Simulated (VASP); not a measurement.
# CuO (Fm-3m) in VASP: single point with PBE+U

Aim: the single point of CuO with PBE+U.

Program: VASP 6.6.1. These are calculated values, not measurements. Logs are shortened: lines on timing, memory, paths and dates and some standing lists are left out, and cuts for length are marked.

### 1 The cell of the first run

Symmetry: Fm-3m, No. 225, cubic system. The conventional cell has a = 4.271 Å, b = 4.271 Å, c = 4.271 Å, α = 90.00°, β = 90.00°, γ = 90.00°. Within 2.8 Å of Cu (site symmetry m-3m) lie 6 O at 2.14 Å. Within 2.8 Å of O (site symmetry m-3m) lie 6 Cu at 2.14 Å.

### 2 Single point, PBE+U, collinear spin

The input, POSCAR:

```
CuO
1.0
    4.2712368800      2.1356184400      2.1356184400
    2.1356184400      4.2712368800      2.1356184400
    2.1356184400      2.1356184400      4.2712368800
Cu O
2 2
Direct
    0.0000000000      0.0000000000      0.0000000000
    0.5000000000      0.5000000000      0.5000000000
    0.2500000000      0.2500000000      0.2500000000
    0.7500000000      0.7500000000      0.7500000000
```

The input, INCAR.step1:

```
SYSTEM = CuO
  PREC = Accurate
  ENCUT = 520
  EDIFF = 1E-6
  ISMEAR = -1
  SIGMA = 0.0264
  LREAL = .FALSE.
  LASPH = .TRUE.
  NELM = 200
  ALGO = Normal
  ISIF = 2
  LWAVE = .FALSE.
  LCHARG = .TRUE.
  ISPIN = 2
  MAGMOM = 1 1 0 0
  LMAXMIX = 4
  LDAU = .TRUE.
  LDAUTYPE = 2
  LDAUL = 2 -1
  LDAUU = 3.36 0
  LDAUJ = 0 0
  LDAUPRINT = 1
  GGA = PE
  NBANDS = 29
  GGA_COMPAT = .FALSE.
  NEDOS = 2001
  LORBIT = 11
```

The input, KPOINTS.step1:

```
regular mesh
0
G
  7 7 7
  0 0 0
```

The input, INCAR.step2:

```
SYSTEM = CuO
  PREC = Accurate
  ENCUT = 520
  EDIFF = 1E-6
  ISMEAR = -5
  SIGMA = 0.0264
  LREAL = .FALSE.
  LASPH = .TRUE.
  NELM = 200
  ALGO = Normal
  ISIF = 2
  LWAVE = .FALSE.
  LCHARG = .FALSE.
  ISPIN = 2
  MAGMOM = 1 1 0 0
  LORBIT = 11
  LMAXMIX = 4
  LDAU = .TRUE.
  LDAUTYPE = 2
  LDAUL = 2 -1
  LDAUU = 3.36 0
  LDAUJ = 0 0
  LDAUPRINT = 1
  GGA = PE
  NBANDS = 29
  NEDOS = 2001
  ICHARG = 11
  GGA_COMPAT = .FALSE.
```

The input, KPOINTS.step2:

```
regular mesh
0
G
  11 11 11
  0 0 0
```

Potentials or basis: VASP PAW PBE potentials, release 64 (Cu, O).

Run with:

```console
$ cat potpaw_PBE.64/Cu/POTCAR potpaw_PBE.64/O/POTCAR > POTCAR
$ cp INCAR.step1 INCAR
$ cp KPOINTS.step1 KPOINTS
$ mpirun -np 1 vasp_std > vasp.out
$ cp INCAR.step2 INCAR
$ cp KPOINTS.step2 KPOINTS
$ mpirun -np 1 vasp_std > vasp.out
```

OUTCAR:

```text
SYSTEM = CuO
   PREC = Accurate
   ENCUT = 520
   EDIFF = 1E-6
   ISMEAR = -5
   LREAL = .FALSE.
   LASPH = .TRUE.
   NELM = 200
   ISIF = 2
   ISPIN = 2
   LORBIT = 11
   GGA = PE
   ICHARG = 11

 ion  position               nearest neighbor table
   1  0.000  0.000  0.000-   4 2.14   4 2.14   4 2.14   3 2.14   3 2.14   3 2.14
   2  0.500  0.500  0.500-   3 2.14   3 2.14   3 2.14   4 2.14   4 2.14   4 2.14
   3  0.250  0.250  0.250-   1 2.14   1 2.14   1 2.14   2 2.14   2 2.14   2 2.14
   4  0.750  0.750  0.750-   2 2.14   2 2.14   2 2.14   1 2.14   1 2.14   1 2.14

  LATTYP: Found a trigonal (rhomboedric) cell.
 ALAT       =     5.2311754633
 COS(alpha) =     0.8333333333

  Lattice vectors:

 A1 = (   4.2712368800,   2.1356184400,   2.1356184400)
 A2 = (   2.1356184400,   4.2712368800,   2.1356184400)
 A3 = (   2.1356184400,   2.1356184400,   4.2712368800)

Analysis of symmetry for initial positions (statically):
=====================================================================
 Subroutine PRICEL returns following result:

  LATTYP: Found a face centered cubic cell.
 ALAT       =     4.2712368800
[... 12 lines left out ...]
 Subroutine GETGRP returns: Found 12 space group operations
 (whereof 12 operations were pure point group operations)
 out of a pool of 12 trial point group operations.

The static configuration has the point symmetry D_3d.

Analysis of symmetry for dynamics (positions and initial velocities):
=====================================================================
 Subroutine PRICEL returns following result:

  LATTYP: Found a face centered cubic cell.
 ALAT       =     4.2712368800
[... 12 lines left out ...]
 Subroutine GETGRP returns: Found 12 space group operations
 (whereof 12 operations were pure point group operations)
 out of a pool of 12 trial point group operations.

The dynamic configuration has the point symmetry D_3d.

Analysis of structural, dynamic, and magnetic symmetry:
=====================================================================
 Subroutine PRICEL returns following result:

  LATTYP: Found a face centered cubic cell.
 ALAT       =     4.2712368800
[... 12 lines left out ...]
 Subroutine GETGRP returns: Found 12 space group operations
 (whereof 12 operations were pure point group operations)
 out of a pool of 12 trial point group operations.

The overall configuration has the point symmetry D_3d.

 Subroutine INISYM returns: Found 12 space group operations
 (whereof 12 operations are pure point group operations),
 and found     2 'primitive' translations

----------------------------------------------------------------------------------------

                                     Primitive cell

  volume of cell :      19.4805

  direct lattice vectors                    reciprocal lattice vectors
     0.000000000 -2.135618440  2.135618440     0.234124219 -0.234124219  0.234124219
    -2.135618440  0.000000000  2.135618440    -0.234124219  0.234124219  0.234124219
    -2.135618440 -2.135618440  0.000000000    -0.234124219 -0.234124219 -0.234124219

  length of vectors
     3.020220562  3.020220562  3.020220562     0.405515043  0.405515043  0.405515043

  position of ions in fractional coordinates (direct lattice)
     0.000000000  0.000000000  0.000000000
     0.500000000  0.500000000  0.500000000

  ion indices of the primitive-cell ions
   primitive index   ion index
                 1           1
[... 135 lines left out ...]

 occupancies and eigenvectors

  o =  0.7168  v =  0.0000  0.0000  0.0000  0.0000  0.0000 -0.0001  0.0000 -1.0000  0.0000  0.0000      0.0000  0.0000  0.0000  0.0000  0.0000  0.0000  0.0000  0.0000  0.0000  0.0000
  o =  0.7168  v =  0.0000  0.0000  0.0000  0.0000  0.0000  0.0000  0.0001  0.0000 -0.0001  1.0000      0.0000  0.0000  0.0000  0.0000  0.0000  0.0000  0.0000  0.0000  0.0000  0.0000
  o =  0.9645  v =  0.0000  0.0000  0.0000  0.0000  0.0000  0.5774  0.5773 -0.0000  0.5773 -0.0000      0.0000  0.0000  0.0000  0.0000  0.0000  0.0000  0.0000  0.0000  0.0000  0.0000
  o =  0.9648  v =  0.0000  0.0000  0.0000  0.0000  0.0000 -0.8165  0.4083  0.0001  0.4083 -0.0000      0.0000  0.0000  0.0000  0.0000  0.0000  0.0000  0.0000  0.0000  0.0000  0.0000
  o =  0.9648  v =  0.0000  0.0000  0.0000  0.0000  0.0000  0.0000  0.7071 -0.0000 -0.7071 -0.0001      0.0000  0.0000  0.0000  0.0000  0.0000  0.0000  0.0000  0.0000  0.0000  0.0000
  o =  0.9690  v =  0.8165 -0.4082 -0.0039 -0.4082 -0.0000  0.0000  0.0000  0.0000  0.0000  0.0000      0.0000  0.0000  0.0000  0.0000  0.0000  0.0000  0.0000  0.0000  0.0000  0.0000
  o =  0.9690  v = -0.0000  0.7071  0.0000 -0.7071 -0.0039  0.0000  0.0000  0.0000  0.0000  0.0000      0.0000  0.0000  0.0000  0.0000  0.0000  0.0000  0.0000  0.0000  0.0000  0.0000
  o =  0.9691  v =  0.5773  0.5774  0.0000  0.5774 -0.0000  0.0000  0.0000  0.0000  0.0000  0.0000      0.0000  0.0000  0.0000  0.0000  0.0000  0.0000  0.0000  0.0000  0.0000  0.0000
  o =  0.9944  v =  0.0032 -0.0016  1.0000 -0.0016 -0.0000  0.0000  0.0000  0.0000  0.0000  0.0000      0.0000  0.0000  0.0000  0.0000  0.0000  0.0000  0.0000  0.0000  0.0000  0.0000
  o =  0.9944  v =  0.0000  0.0028  0.0000 -0.0028  1.0000  0.0000  0.0000  0.0000  0.0000  0.0000      0.0000  0.0000  0.0000  0.0000  0.0000  0.0000  0.0000  0.0000  0.0000  0.0000

atom =   2  type =  1  l = 2

 onsite density matrix

spin component  1

  0.9690  0.0000  0.0001  0.0000  0.0000
  0.0000  0.9690 -0.0000  0.0000  0.0001
  0.0001 -0.0000  0.9944 -0.0000  0.0000
  0.0000  0.0000 -0.0000  0.9690 -0.0001
  0.0000  0.0001  0.0000 -0.0001  0.9944

spin component  2

  0.9647 -0.0001 -0.0000 -0.0001 -0.0000
 -0.0001  0.9647  0.0000 -0.0001 -0.0000
 -0.0000  0.0000  0.7168  0.0000  0.0000
 -0.0001 -0.0001  0.0000  0.9647  0.0000
 -0.0000 -0.0000  0.0000  0.0000  0.7168

 occupancies and eigenvectors

  o =  0.7168  v =  0.0000  0.0000  0.0000  0.0000  0.0000 -0.0001  0.0000 -1.0000  0.0000  0.0000      0.0000  0.0000  0.0000  0.0000  0.0000  0.0000  0.0000  0.0000  0.0000  0.0000
  o =  0.7168  v =  0.0000  0.0000  0.0000  0.0000  0.0000  0.0000  0.0001  0.0000 -0.0001  1.0000      0.0000  0.0000  0.0000  0.0000  0.0000  0.0000  0.0000  0.0000  0.0000  0.0000
  o =  0.9645  v =  0.0000  0.0000  0.0000  0.0000  0.0000  0.5774  0.5773 -0.0000  0.5773 -0.0000      0.0000  0.0000  0.0000  0.0000  0.0000  0.0000  0.0000  0.0000  0.0000  0.0000
  o =  0.9648  v =  0.0000  0.0000  0.0000  0.0000  0.0000 -0.8165  0.4083  0.0001  0.4083 -0.0000      0.0000  0.0000  0.0000  0.0000  0.0000  0.0000  0.0000  0.0000  0.0000  0.0000
  o =  0.9648  v =  0.0000  0.0000  0.0000  0.0000  0.0000  0.0000  0.7071 -0.0000 -0.7071 -0.0001      0.0000  0.0000  0.0000  0.0000  0.0000  0.0000  0.0000  0.0000  0.0000  0.0000
  o =  0.9690  v =  0.8165 -0.4082 -0.0039 -0.4082 -0.0000  0.0000  0.0000  0.0000  0.0000  0.0000      0.0000  0.0000  0.0000  0.0000  0.0000  0.0000  0.0000  0.0000  0.0000  0.0000
  o =  0.9690  v = -0.0000  0.7071  0.0000 -0.7071 -0.0039  0.0000  0.0000  0.0000  0.0000  0.0000      0.0000  0.0000  0.0000  0.0000  0.0000  0.0000  0.0000  0.0000  0.0000  0.0000
  o =  0.9691  v =  0.5773  0.5774  0.0000  0.5774 -0.0000  0.0000  0.0000  0.0000  0.0000  0.0000      0.0000  0.0000  0.0000  0.0000  0.0000  0.0000  0.0000  0.0000  0.0000  0.0000
  o =  0.9944  v =  0.0032 -0.0016  1.0000 -0.0016  0.0000  0.0000  0.0000  0.0000  0.0000  0.0000      0.0000  0.0000  0.0000  0.0000  0.0000  0.0000  0.0000  0.0000  0.0000  0.0000
  o =  0.9944  v =  0.0000  0.0028 -0.0000 -0.0028  1.0000  0.0000  0.0000  0.0000  0.0000  0.0000      0.0000  0.0000  0.0000  0.0000  0.0000  0.0000  0.0000  0.0000  0.0000  0.0000

 number of electron      34.0000012 magnetization       1.9355082

 Free energy of the ion-electron system (eV)
  ---------------------------------------------------
  ext. energy  EPLUGINS =         0.00000000
  ---------------------------------------------------
  free energy    TOTEN  =       -16.76109514 eV

  energy without entropy =      -16.76109514  energy(sigma->0) =      -16.76109514

 E-fermi :   5.3811     XC(G=0): -12.2288

 val. band max:        5.4677384107   @ k =   0.4545   0.0000   0.0000
 cond. band min:       5.2018834969   @ k =  -0.4545  -0.4545   0.2727
 fundamental gap:     -0.2658549138
 Fermi energy:         5.3811000488

 spin component 1

 k-point     1 :       0.0000    0.0000    0.0000
  band No.  band energies     occupation
      1     -13.7457      1.00000
      2     -12.5741      1.00000
      3      -1.7324      1.00000
      4       0.0001      1.00000
      5       0.0001      1.00000
      6       1.8763      1.00000
[... 1529 lines left out ...]
     28      26.8681      0.00000
     29      27.4716      0.00000

 [... further k-points ...]

------------------------ aborting loop because EDIFF is reached ----------------------------------------

  FORCE on cell =-STRESS in cart. coord.  units (eV):
  Direction    XX          YY          ZZ          XY          YZ          ZX
  --------------------------------------------------------------------------------------
  -------------------------------------------------------------------------------------
  Total       -1.7046741     -1.7046741     -1.7046741      0.0109447      0.0109447      0.0109447
  in kB      -70.1004777    -70.1004777    -70.1004777      0.4500732      0.4500732      0.4500732
  external PRESSURE =     -70.1004777 kB  Pullay stress =       0.0000000 kB

 VOLUME and BASIS-vectors are now :
 -----------------------------------------------------------------------------
  energy-cutoff  :      520.00
  volume of cell :       38.96
      direct lattice vectors                 reciprocal lattice vectors
     4.271236880  2.135618440  2.135618440     0.351186329 -0.117062110 -0.117062110
     2.135618440  4.271236880  2.135618440    -0.117062110  0.351186329 -0.117062110
     2.135618440  2.135618440  4.271236880    -0.117062110 -0.117062110  0.351186329

 POSITION                                       TOTAL-FORCE (eV/Angst)
 -----------------------------------------------------------------------------------
      0.00000      0.00000      0.00000         0.000000     -0.000000     -0.000000
      4.27124      4.27124      4.27124         0.000000      0.000000      0.000000
      2.13562      2.13562      2.13562        -0.000000      0.000000     -0.000000
      6.40686      6.40686      6.40686         0.000000     -0.000000      0.000000
 -----------------------------------------------------------------------------------
    total drift:                                0.000000     -0.000000     -0.000000

  FREE ENERGIE OF THE ION-ELECTRON SYSTEM (eV)
  ---------------------------------------------------
  free  energy   TOTEN  =       -16.7610951367 eV

  energy  without entropy=      -16.7610951367  energy(sigma->0) =      -16.76109514

 total charge

# of ion       s       p       d       tot
------------------------------------------
    1        0.294   0.300   9.198   9.792
    2        0.294   0.300   9.198   9.792
    3        1.573   3.354   0.000   4.926
    4        1.573   3.354   0.000   4.926
--------------------------------------------------
tot          3.734   7.307  18.396  29.438

 magnetization (x)

# of ion       s       p       d       tot
------------------------------------------
    1       -0.006   0.003   0.586   0.583
    2       -0.006   0.003   0.586   0.583
    3        0.009   0.363   0.000   0.372
    4        0.009   0.363   0.000   0.372
--------------------------------------------------
tot          0.006   0.733   1.172   1.911
```

Run time: 22 min. Hardware: 1 thread of Oxide Virtual Turin-like, shared host; peak memory 0.4 GiB.

Results:

| Property | Result |
| --- | --- |
| Net moment | 1.94 μB per cell |
| Site moments | Cu +0.58; O +0.37 μB |
| Valence electrons inside the program's atomic spheres | Cu 9.79; O 4.93 |

Eigenvalues of the final occupation matrices:
| site | spin | trace | eigenvalues |
| --- | --- | --- | --- |
| site 1 d | 1 | 4.90 | 0.97 0.97 0.97 0.99 0.99 |
| site 1 d | 2 | 4.33 | 0.72 0.72 0.96 0.96 0.96 |
| site 2 d | 1 | 4.90 | 0.97 0.97 0.97 0.99 0.99 |
| site 2 d | 2 | 4.33 | 0.72 0.72 0.96 0.96 0.96 |
